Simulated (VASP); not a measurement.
Crystal: Na3F4.

```
Na F
1.0
    -3.07914    3.07914    3.07914
     3.07914   -3.07914    3.07914
     3.07914    3.07914   -3.07914
Na F
3 4
Direct
  0.00000 0.50000 0.50000
  0.50000 0.00000 0.50000
  0.50000 0.50000 0.00000
  0.50000 0.50000 0.50000
  0.00000 0.00000 0.50000
  0.00000 0.50000 0.00000
  0.50000 0.00000 0.00000
```

* Program: VASP 6.6.1
* Task: relaxation of cell and atoms
* Functional: PBE
* Potentials or basis: VASP PAW PBE potentials, release 64 (Na_pv, F)
* Cutoff: 600 eV
* k mesh: 4 × 4 × 4
* Occupations: gaussian, width 0.1 eV
* Spin: collinear spin, ferromagnetic start
* Starting moments: [0.0, 0.0, 0.0, 1.0, 1.0, 1.0, 1.0] μB

At the start: pressure -5.8 GPa; volume 16.68 Å³/atom.

**Question.** Where does the relaxation end?

**Answer.** Over 5 steps the energy falls by 91.8 meV/atom and the volume is 12.80 Å³/atom (-23.3 %); space group Im-3m (No. 229, to 0.05 Å); moment 1.00 μB per cell.

Step by step:
```
step  energy change (eV)  largest force (eV/Å)  pressure (GPa)  volume (Å³)
   1              0.0000                0.0000           -5.81       116.77
   2             -0.3332                0.0000           -4.81       106.85
   3             -0.6204                0.0000           -1.68        93.58
   4             -0.6395                0.0000            0.68        88.13
   5             -0.6424                0.0000           -0.04        89.62
```

Final structure:
```
Na F
1.0
    -2.81909    2.81909    2.81909
     2.81909   -2.81909    2.81909
     2.81909    2.81909   -2.81909
Na F
3 4
Direct
  0.00000 0.50000 0.50000
  0.50000 0.00000 0.50000
  0.50000 0.50000 0.00000
  0.50000 0.50000 0.50000
  0.00000 0.00000 0.50000
  0.00000 0.50000 0.00000
  0.50000 0.00000 0.00000
```

Caveat: the k points lie up to 0.39 Å⁻¹ apart in the final cell; the volume moved by over 15 % at a fixed basis, so the end points are rough.
